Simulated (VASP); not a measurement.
## SrTiO3: single point with r2SCAN

SrTiO3:

```xyz
5
Lattice="3.7506 0.0000 0.0000 0.0000 3.7506 0.0000 0.0000 0.0000 3.7506" Properties=species:S:1:pos:R:3 pbc="T T T"
Sr    0.0000    0.0000    0.0000
Ti    1.8753    1.8753    1.8753
O     1.8753    1.8753    0.0000
O     1.8753    0.0000    1.8753
O     0.0000    1.8753    1.8753
```

This cell differs from its parent crystal: strain -4.0%.

- Program: VASP 6.6.1
- Task: single point
- Functional: r2SCAN
- Potentials or basis: VASP PAW PBE potentials, release 64 (Sr_sv, Ti_sv, O)
- Cutoff: 520 eV
- k mesh: 6 × 6 × 6
- Occupations: gaussian, width 0.01 eV
- Spin: non-collinear spin, zero start, spin-orbit coupling
- Starting moments: [[0.0, 0.0, 0.0], [0.0, 0.0, 0.0], [0.0, 0.0, 0.0], [0.0, 0.0, 0.0], [0.0, 0.0, 0.0]] μB

```json
{
 "Pressure": "31.7 GPa",
 "Net moment": "0.00 μB per cell",
 "Valence electrons inside the program's atomic spheres": "Sr 8.18; Ti 10.55; O 5.17"
}
```

Moments on the atoms (μB; x, y, z):
```
Sr  0.00 0.00 0.00
Ti  0.00 0.00 0.00
O   0.00 0.00 0.00
O   0.00 0.00 0.00
O   0.00 0.00 0.00
```

Wall time 15 min on 1 thread of Intel Xeon 8259CL, with other jobs on the host, peak memory 0.34 GiB.

Caveat: the cell differs from its parent crystal (strain -4.0%); the cell stands under pressure; the PAW data sets were made with another functional, which shifts forces and pressure a little.
